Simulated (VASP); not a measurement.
Here is a VASP 6.6.1 calculation.

File INCAR:

```
ALGO = Normal
EDIFF = 1E-7
ENCUT = 520
GGA = PE
ISIF = 2
ISMEAR = 0
LASPH = T
LCHARG = F
LREAL = F
LWAVE = F
NBANDS = 28
NELM = 80
PREC = Accurate
SIGMA = 0.01
```

The input KPOINTS:

```
k-points
0
Gamma
  6 6 4
```

The input POSCAR:

```
SnTe
1.0
    5.4731596329      0.0000000000      0.0000000000
   -2.7365798165      4.7398952811      0.0000000000
    0.0000000000      0.0000000000      6.5364094777
Sn Te
2 2
Direct
    0.3333333333      0.6666666667      0.2500000000
    0.6666666667      0.3333333333      0.7500000000
    0.6666666667      0.3333333333      0.2500000000
    0.3333333333      0.6666666667      0.7500000000
```

Potentials or basis: VASP PAW PBE potentials, release 64 (Sn_d, Te).

Run with:

```sh
$ cat potpaw_PBE.64/Sn_d/POTCAR potpaw_PBE.64/Te/POTCAR > POTCAR
$ mpirun -np 1 vasp_std > vasp.out
```

Question: Predict the band gap on the k mesh.

Answer: 0.54 eV.

Question: Predict the pressure.

Answer: -0.8 GPa.

Caveat: spin-orbit coupling is left out, which moves the levels of the heavy elements. A k mesh can miss the band edges.
